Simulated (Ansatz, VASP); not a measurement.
Two plane-wave programs on Pb

File POSCAR:

```
Pb
1.0
    2.9765770244     -1.7145891186      0.0000000000
    2.9765770244      1.7145891186      0.0000000000
   -2.0722778132      0.0000000000      5.9707976096
Pb
2
Direct
    0.9085084100      0.9085084100      0.7262922000
    0.0914915900      0.0914915900      0.2737078000
```

File INCAR.step1:

```
  PREC = Accurate
  ENCUT = 520
  ISMEAR = -1
  SIGMA = 0.05
  LREAL = F
  LASPH = T
  NELM = 100
  NBANDS = 21
  GGA = PE
  ALGO = Normal
  EDIFF = 1E-4
  LWAVE = T
  LCHARG = F
```

File INCAR.step2:

```
  PREC = Accurate
  ENCUT = 520
  EDIFF = 1E-7
  ISMEAR = -1
  SIGMA = 0.05
  LREAL = F
  LASPH = T
  NELM = 100
  ALGO = Normal
  ISIF = 2
  LWAVE = F
  LCHARG = F
  METAGGA = R2SCAN
  LMIXTAU = T
  NBANDS = 21
  ISTART = 1
```

Contents of KPOINTS:

```
regular mesh
0
Gamma
  9 9 5
```

Contents of input.yaml:

```yaml
crystal:
  lattice:
    - [2.9765770244, -1.7145891186, 0.0]
    - [2.9765770244, 1.7145891186, 0.0]
    - [-2.0722778132, 0.0, 5.9707976096]
  atoms:
    - { symbol: Pb, position: [0.90850841, 0.90850841, 0.7262922] }
    - { symbol: Pb, position: [0.09149159, 0.09149159, 0.2737078] }
hamiltonian:
  xc: r2scan
  pseudopotentials: { kind: paw }
kpoints:
  mp_grid: { grid: [9, 9, 5] }
scf:
  occupations: { method: fermi_dirac, width: 0.05 }
output:
  forces: true
  stress: true
  eigenvalues: true
```

Alike in both runs: task single point; functional r2SCAN; k mesh 9 × 9 × 5; occupations fermi-dirac, width 0.05 eV; no spin polarisation.

|  | VASP | Ansatz |
| --- | --- | --- |
| version | VASP 6.6.1 | Ansatz 0.2.0 |
| potentials or method | VASP PAW PBE potentials, release 64 (Pb_d) | Ansatz PAW |
| plane-wave cutoff (eV) | 520 | 500 |
| valence electrons in the cell | 28 | 28 |

Ansatz gave:

| Quantity | Value |
| --- | --- |
| gap on the k mesh at the Fermi level (eV) | none |
| pressure (GPa) | 2.6 |
| traceless stress, the component that is largest in VASP (GPa) | 0.19 |
| rms of the force components (eV/Å) | 0.023 |

**Question.** What did VASP give for the same quantities?

**Answer.** gap on the k mesh at the Fermi level (eV): none; pressure (GPa): 2.6; traceless stress, the component that is largest in VASP (GPa): 0.19; rms of the force components (eV/Å): 0.022.

VASP's potentials were made for PBE, not for r2SCAN. Atom by atom the forces differ by 0.002 eV/Å (rms over components). A gap of «none» marks a metal or a gap that the smearing closes.

Spin-orbit coupling is off throughout.
